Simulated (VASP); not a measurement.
# WS2 in VASP: single point with PBEsol

Aim: the single point of WS2 with PBEsol.

Program: VASP 6.6.1. These are calculated values, not measurements. Logs are shortened: lines on timing, memory, paths and dates and some standing lists are left out, and cuts for length are marked.

## 1. The cell of the first run

The cell holds a slab with vacuum, 6 atoms: a = 3.146 Å, b = 3.146 Å, c = 33.907 Å, α = 90.00°, β = 90.00°, γ = 120.00°.

## 2. Single point, PBEsol (atoms displaced along a vibrational mode)

INCAR

```
SYSTEM = WS2
PREC = Accurate
ENCUT = 520
EDIFF = 1E-7
ISMEAR = 0
SIGMA = 0.05
LREAL = .FALSE.
LASPH = .TRUE.
NELM = 80
ALGO = Normal
ISIF = 2
LWAVE = .FALSE.
LCHARG = .FALSE.
GGA = PS
NBANDS = 35
```

KPOINTS

```
Automatic mesh
0
G
  12 12 1
  0 0 0
```

POSCAR

```
WS2
1.0
    3.1457762248      0.0000000000      0.0000000000
   -1.5728881124      2.7243221253      0.0000000000
    0.0000000000      0.0000000000     33.9068421692
W S
2 4
Direct
    0.3333333333      0.6666666667      0.5000000000
    0.3333333333      0.6666666667      0.0000000000
    0.7198501256      0.3722663274      0.4537880746
    0.6666666667      0.3333333333      0.9537880746
    0.6666666667      0.3333333333      0.0462119254
    0.6134832077      0.2944003393      0.5462119254
```

Potentials or basis: VASP PAW PBE potentials, release 64 (W_sv, S).

Command:

```
> cat potpaw_PBE.64/W_sv/POTCAR potpaw_PBE.64/S/POTCAR > POTCAR
> mpirun -np 1 vasp_std > vasp.out
```

OUTCAR:

```text
SYSTEM = WS2
   PREC = Accurate
   ENCUT = 520
   EDIFF = 1E-7
   ISMEAR = 0
   LREAL = .FALSE.
   LASPH = .TRUE.
   NELM = 80
   ISIF = 2
   GGA = PS

 ion  position               nearest neighbor table
   1  0.333  0.667  0.500-   3 2.29   6 2.32   6 2.37   3 2.43   3 2.48   6 2.51
   2  0.333  0.667  0.000-   4 2.40   5 2.40   4 2.40   5 2.40   4 2.40   5 2.40
   3  0.720  0.372  0.454-   1 2.29   1 2.43   1 2.48
   4  0.667  0.333  0.954-   2 2.40   2 2.40   2 2.40
   5  0.667  0.333  0.046-   2 2.40   2 2.40   2 2.40
   6  0.613  0.294  0.546-   1 2.32   1 2.37   1 2.51

  LATTYP: Found a hexagonal cell.
 ALAT       =     3.1457762248
 C/A-ratio  =    10.7785296048

  Lattice vectors:

 A1 = (   3.1457762248,   0.0000000000,   0.0000000000)
 A2 = (  -1.5728881124,   2.7243221253,   0.0000000000)
 A3 = (   0.0000000000,   0.0000000000,  33.9068421692)

Analysis of symmetry for initial positions (statically):
=====================================================================
 Subroutine PRICEL returns:
 Original cell was already a primitive cell.

 Routine SETGRP: Setting up the symmetry group for a
 hexagonal supercell.

 Subroutine GETGRP returns: Found  1 space group operations
 (whereof  1 operations were pure point group operations)
 out of a pool of 24 trial point group operations.

The static configuration has the point symmetry C_1 .

Analysis of symmetry for dynamics (positions and initial velocities):
=====================================================================
 Subroutine PRICEL returns:
 Original cell was already a primitive cell.

 Routine SETGRP: Setting up the symmetry group for a
 hexagonal supercell.

 Subroutine GETGRP returns: Found  1 space group operations
 (whereof  1 operations were pure point group operations)
 out of a pool of 24 trial point group operations.

The dynamic configuration has the point symmetry C_1 .

 Subroutine INISYM returns: Found  1 space group operations
 (whereof  1 operations are pure point group operations),
 and found     1 'primitive' translations

----------------------------------------------------------------------------------------

                                     Primitive cell

  volume of cell :     290.5853

  direct lattice vectors                    reciprocal lattice vectors
     3.145776225  0.000000000  0.000000000     0.317886566  0.183531894  0.000000000
    -1.572888112  2.724322125  0.000000000     0.000000000  0.367063788  0.000000000
     0.000000000  0.000000000 33.906842169     0.000000000  0.000000000  0.029492572

  length of vectors
     3.145776225  3.145776225 33.906842169     0.367063788  0.367063788  0.029492572

  position of ions in fractional coordinates (direct lattice)
     0.333333333  0.666666667  0.500000000
     0.333333333  0.666666667  0.000000000
     0.719850126  0.372266327  0.453788075
     0.666666667  0.333333333  0.953788075
     0.666666667  0.333333333  0.046211925
     0.613483208  0.294400339  0.546211925

  ion indices of the primitive-cell ions
   primitive index   ion index
                 1           1
                 2           2
                 3           3
                 4           4
                 5           5
                 6           6

----------------------------------------------------------------------------------------

 KPOINTS: Automatic mesh

Automatic generation of k-mesh.
 Grid dimensions read from file:
 generate k-points for:   12   12    1

 Generating k-lattice:

  Cartesian coordinates                     Fractional coordinates (reciprocal lattice)
     0.026490547  0.015294325  0.000000000     0.083333333  0.000000000  0.000000000
     0.000000000  0.030588649  0.000000000     0.000000000  0.083333333  0.000000000
     0.000000000  0.000000000  0.029492572     0.000000000  0.000000000  1.000000000

  Length of vectors
     0.030588649  0.030588649  0.029492572

  Shift w.r.t. Gamma in fractional coordinates (k-lattice)
     0.000000000  0.000000000  0.000000000

 Subroutine IBZKPT returns following result:
 ===========================================

 Found     74 irreducible k-points:

 Following reciprocal coordinates:
            Coordinates               Weight
  0.000000  0.000000  0.000000      1.000000
  0.083333  0.000000  0.000000      2.000000
  0.000000  0.083333  0.000000      2.000000
 -0.083333  0.083333  0.000000      2.000000
  0.166667  0.000000  0.000000      2.000000
  0.000000  0.166667  0.000000      2.000000
[... 16 lines left out ...]
  0.166667  0.083333  0.000000      2.000000
 -0.083333  0.250000  0.000000      2.000000
 [... further k-points ...]
   k-points           NKPTS =     74   k-points in BZ     NKDIM =     74   number of bands    NBANDS=     35
   number of dos      NEDOS =    301   number of ions     NIONS =      6
   total plane-waves  NPLWV = 145152
   dimension x,y,z NGX =    24 NGY =   24 NGZ =  252
   dimension x,y,z NGXF=    48 NGYF=   48 NGZF=  504
   ions per type =               2   4
   NGX,Y,Z   is equivalent  to a cutoff of  12.68, 12.68, 12.36 a.u.
   NGXF,Y,Z  is equivalent  to a cutoff of  25.37, 25.37, 24.71 a.u.
 SYSTEM =  WS2
   PREC   = accura    normal or accurate (medium, high low for compatibility)
   ISTART =      0    job   : 0-new  1-cont  2-samecut
   ICHARG =      2    charge: 1-file 2-atom 10-const
   ISPIN  =      1    spin polarized calculation?
   LNONCOLLINEAR =      F non collinear calculations
   LSORBIT =      F    spin-orbit coupling
   LASPH  =      T    aspherical Exc in radial PAW
   ENCUT  =  520.0 eV  38.22 Ry    6.18 a.u.   5.85  5.85 63.04*2*pi/ulx,y,z
   NELM   =     80;   NELMIN=  2; NELMDL= -5     # of ELM steps
   EDIFF  = 0.1E-06   stopping-criterion for ELM
   LREAL  =      F    real-space projection
   EDIFFG = 0.1E-05   stopping-criterion for IOM
   NSW    =      0    number of steps for IOM
   IBRION =     -1    ionic relax: 0-MD 1-quasi-New 2-CG
   NFREE  =      0    steps in history (QN), initial steepest desc. (CG)
   ISIF   =      2    stress and relaxation
   ISYM   =      2    0-nonsym 1-usesym 2-fastsym
   POTIM  = 0.5000    time-step for ionic-motion
   TEBEG  =    0.0;   TEEND  =   0.0 temperature during run
   PSTRESS=    0.0 pullay stress
   NELECT =      52.0000    total number of electrons
   NUPDOWN=      -1.0000    fix difference up-down
   EMIN   =  10.00;   EMAX   =-10.00  energy-range for DOS
   EFERMI =   0.00;   METHOD = LEGACY
   ISMEAR =     0;   SIGMA  =   0.05  broadening in eV -4-tet -1-fermi 0-gaus
   EFERMI_NEDOS =   21; number of points for ismear=-14 and -15
   IALGO  =     38    algorithm
   IMIX   =      4    mixing-type and parameters
     AMIX     =   0.40;   BMIX     =  1.00
     AMIX_MAG =   1.60;   BMIX_MAG =  1.00
  volume/ion in A,a.u.               =      48.43       326.83
  Fermi-wavevector in a.u.,A,eV,Ry     =   0.922539  1.743346 11.579622  0.851078
  Thomas-Fermi vector in A             =   2.048077
   LORBIT       =      0    0 simple, 1 ext, 2 COOP (PROOUT), +10 PAW based schemes
   GGA     = PS    functional components
   LHFCALC =     F    Hartree Fock is set to
   AEXX    =    0.0000 exact exchange contribution
   IVDW    =     0    specifies the selected vdW correction
   LEPSILON=     F    determine dielectric tensor
   LRPA    =     F    only Hartree local field effects (RPA)
 non-spin polarized calculation
 Gauss-broadening in eV      SIGMA  =   0.05
  energy-cutoff  :      520.00
  volume of cell :      290.59
 maximum number of plane-waves:      7858
   NGX = 11   NGY = 11   NGZ =127

 number of electron      51.9999997 magnetization

 Free energy of the ion-electron system (eV)
  ---------------------------------------------------
  ext. energy  EPLUGINS =         0.00000000
  ---------------------------------------------------
  free energy    TOTEN  =       -50.26690389 eV

  energy without entropy =      -50.26690389  energy(sigma->0) =      -50.26690389

 E-fermi :  -0.6900     XC(G=0):  -4.5997

 val. band max:       -1.1038956466   @ k =   0.3333   0.3333   0.0000
 cond. band min:       0.7885369988   @ k =   0.3333   0.3333   0.0000
 fundamental gap:      1.8924326454
 Fermi energy:        -0.6899577711

 k-point     1 :       0.0000    0.0000    0.0000
  band No.  band energies     occupation
      1     -75.0513      2.00000
      2     -75.0461      2.00000
      3     -39.3365      2.00000
      4     -39.3298      2.00000
      5     -39.1421      2.00000
      6     -39.1354      2.00000
[... 27 lines left out ...]
     34       2.2711      0.00000
     35       3.9523      0.00000

 k-point     2 :       0.0833    0.0000    0.0000
  band No.  band energies     occupation
      1     -75.0500      2.00000
      2     -75.0447      2.00000
      3     -39.3318      2.00000
      4     -39.3250      2.00000
      5     -39.1679      2.00000
      6     -39.1613      2.00000
[... 27 lines left out ...]
     34       2.3412      0.00000
     35       4.2075      0.00000

 k-point     3 :       0.0000    0.0833    0.0000
  band No.  band energies     occupation
      1     -75.0500      2.00000
      2     -75.0447      2.00000
      3     -39.3318      2.00000
      4     -39.3250      2.00000
      5     -39.1654      2.00000
      6     -39.1613      2.00000
[... 27 lines left out ...]
     34       2.2587      0.00000
     35       4.2096      0.00000

 k-point     4 :      -0.0833    0.0833    0.0000
  band No.  band energies     occupation
      1     -75.0500      2.00000
      2     -75.0447      2.00000
      3     -39.3317      2.00000
      4     -39.3250      2.00000
      5     -39.1623      2.00000
      6     -39.1613      2.00000
[... 27 lines left out ...]
     34       2.2129      0.00000
     35       4.2115      0.00000

 k-point     5 :       0.1667    0.0000    0.0000
  band No.  band energies     occupation
      1     -75.0463      2.00000
      2     -75.0410      2.00000
      3     -39.3190      2.00000
      4     -39.3121      2.00000
      5     -39.2385      2.00000
      6     -39.2322      2.00000
[... 638 lines left out ...]
 k-point    22 :      -0.1667    0.0833    0.0000
  band No.  band energies     occupation
      1     -75.0475      2.00000
      2     -75.0422      2.00000
      3     -39.3230      2.00000
      4     -39.3162      2.00000
      5     -39.2124      2.00000
      6     -39.2085      2.00000
[... 27 lines left out ...]
     34       2.5452      0.00000
     35       4.5409      0.00000

 k-point    23 :       0.1667    0.0833    0.0000
  band No.  band energies     occupation
      1     -75.0432      2.00000
      2     -75.0379      2.00000
      3     -39.3094      2.00000
      4     -39.3008      2.00000
      5     -39.2933      2.00000
      6     -39.2883      2.00000
[... 27 lines left out ...]
     34       3.1383      0.00000
     35       5.0746      0.00000

 k-point    24 :      -0.0833    0.2500    0.0000
  band No.  band energies     occupation
      1     -75.0432      2.00000
      2     -75.0379      2.00000
      3     -39.3080      2.00000
      4     -39.3008      2.00000
      5     -39.2898      2.00000
      6     -39.2883      2.00000
[... 27 lines left out ...]
     34       3.0461      0.00000
     35       5.0772      0.00000

 [... further k-points ...]

------------------------ aborting loop because EDIFF is reached ----------------------------------------

  FORCE on cell =-STRESS in cart. coord.  units (eV):
  Direction    XX          YY          ZZ          XY          YZ          ZX
  --------------------------------------------------------------------------------------
  -------------------------------------------------------------------------------------
  Total        0.3638035      0.3602075      1.0087607      0.0195201      3.4064217      3.4066534
  in kB        2.0058746      1.9860478      5.5619250      0.1076266     18.7817202     18.7829979
  external PRESSURE =       3.1846158 kB  Pullay stress =       0.0000000 kB

 VOLUME and BASIS-vectors are now :
 -----------------------------------------------------------------------------
  energy-cutoff  :      520.00
  volume of cell :      290.59
      direct lattice vectors                 reciprocal lattice vectors
     3.145776225  0.000000000  0.000000000     0.317886566  0.183531894  0.000000000
    -1.572888112  2.724322125  0.000000000     0.000000000  0.367063788  0.000000000
     0.000000000  0.000000000 33.906842169     0.000000000  0.000000000  0.029492572

 POSITION                                       TOTAL-FORCE (eV/Angst)
 -----------------------------------------------------------------------------------
     -0.00000      1.81621     16.95342         0.380185      0.000123      0.047539
     -0.00000      1.81621      0.00000        -0.000000     -0.000001      0.000001
      1.67895      1.01417     15.38652        -1.277246     -1.087139     -0.343106
      1.57289      0.90811     32.33994         0.000001      0.000000     -0.020715
      1.57289      0.90811      1.56690        -0.000002     -0.000003      0.020712
      1.46682      0.80204     18.52032         0.897061      1.087020      0.295569
 -----------------------------------------------------------------------------------
    total drift:                               -0.000000      0.000009      0.000004

  FREE ENERGIE OF THE ION-ELECTRON SYSTEM (eV)
  ---------------------------------------------------
  free  energy   TOTEN  =       -50.2669038921 eV

  energy  without entropy=      -50.2669038921  energy(sigma->0) =      -50.26690389
```

It took 13 min on 1 thread of Intel Xeon Platinum 8488C (Sapphire Rapids), shared host; peak memory 0.75 GiB.

What came out:

| Item | Value |
| --- | --- |
| Free energy | -50.2669 eV |
| Largest force | 1.712 eV/Å |
| Band gap on the k mesh | 1.89 eV |

Forces in eV/Å, atoms in the order of the input:
```
W    0.380  0.000  0.048
W    0.000  0.000  0.000
S   -1.277 -1.087 -0.343
S    0.000  0.000 -0.021
S    0.000  0.000  0.021
S    0.897  1.087  0.296
```

Levels at points of the mesh, in eV from the valence-band top:
| k point | band 23 | band 24 | band 25 | band 26 | band 27 | band 28 | band 29 | band 30 |
| --- | --- | --- | --- | --- | --- | --- | --- | --- |
| (0.00, 0.00, 0.00) | -1.61 | -1.61 | -0.18 | -0.10 | 2.61 | 2.68 | 2.95 | 2.95 |
| (0.50, 0.00, 0.00) | -1.23 | -1.20 | -1.01 | -0.87 | 2.92 | 2.97 | 3.35 | 3.39 |
| (0.00, 0.50, 0.00) | -1.23 | -1.19 | -1.01 | -0.91 | 2.92 | 2.97 | 3.33 | 3.39 |
| (0.50, 0.50, 0.00) | -1.23 | -1.18 | -1.01 | -0.94 | 2.91 | 2.97 | 3.30 | 3.39 |

Caveat: the cell differs from its parent crystal (atoms displaced along a vibrational mode); there is no dipole correction, which matters where the two faces differ; the PAW data sets were made with another functional, which shifts forces and pressure a little; spin-orbit coupling is left out, which moves the levels of the heavy elements.
